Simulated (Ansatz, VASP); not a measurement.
# HfB in VASP and in Ansatz

Contents of INCAR:

```
SYSTEM = HfB
PREC     = Accurate       ! precision mode
ENCUT    = 520            ! plane-wave cutoff, eV
EDIFF    = 1E-6           ! SCF threshold, eV
ISMEAR   = 0              ! smearing method
SIGMA    = 0.1            ! smearing width, eV
LREAL    = .False.        ! projectors in reciprocal space
LASPH    = .True.         ! aspherical terms in the spheres
NELM     = 60             ! most SCF steps
ALGO     = Normal         ! electronic algorithm
ISIF     = 2              ! what is computed and relaxed
LWAVE    = .False.        ! write WAVECAR
LCHARG   = .False.        ! write CHGCAR
GGA      = PS             ! functional
NBANDS   = 14             ! bands
```

The input KPOINTS:

```
regular mesh
0
Gamma
  14 14 14
  0 0 0
```

The input POSCAR:

```
HfB
1.0
    0.0000000000      2.3697597000      2.3697597000
    2.3351097000      0.0000000000      2.3697597000
    2.3351097000      2.3697597000      0.0000000000
Hf B
1 1
Direct
    0.5000000000      0.5000000000      0.5000000000
    0.0000000000      0.0000000000      0.0000000000
```

Input for Ansatz:

```yaml
crystal:
  lattice:
    - [0.0, 2.3697597, 2.3697597]
    - [2.3351097, 0.0, 2.3697597]
    - [2.3351097, 2.3697597, 0.0]
  atoms:
    - { symbol: Hf, position: [0.5, 0.5, 0.5] }
    - { symbol: B, position: [0.0, 0.0, 0.0] }
basis:
  ecutwfc: 420
kpoints:
  mp_grid: { grid: [14, 14, 14] }
hamiltonian:
  xc: pbesol
scf:
  occupations: { method: gaussian, width: 0.1 }
output:
  forces: true
  stress: true
  eigenvalues: true
```

Alike in both runs: task single point; functional PBEsol; k mesh 14 × 14 × 14; occupations gaussian, width 0.1 eV; no spin polarisation.

```csv
,VASP,Ansatz
version,VASP 6.6.1,Ansatz 0.2.0
potentials or method,"VASP PAW PBE potentials, release 64 (Hf_pv, B), cutoff 520 eV","scalar-relativistic, plane waves, PAW"
valence electrons in the cell,13,29
```

Ansatz gave:

- gap on the k mesh at the Fermi level (eV): none
- pressure (GPa): 8.8
- traceless stress, the component that is largest in VASP (GPa): 4.09

**Question.** Which values does VASP return?

**Answer.** gap on the k mesh at the Fermi level (eV): none; pressure (GPa): 9.4; traceless stress, the component that is largest in VASP (GPa): 4.16.

VASP's potentials were made for PBE, not for PBEsol. A gap of «none» marks a metal or a gap that the smearing closes. The functional is the same, so the differences come from potentials, cutoffs and numerics. VASP's potentials hold 13 valence electrons a cell and Ansatz's 29, so a difference there can come from the potentials and not from the codes.

Neither program's run includes spin-orbit coupling.
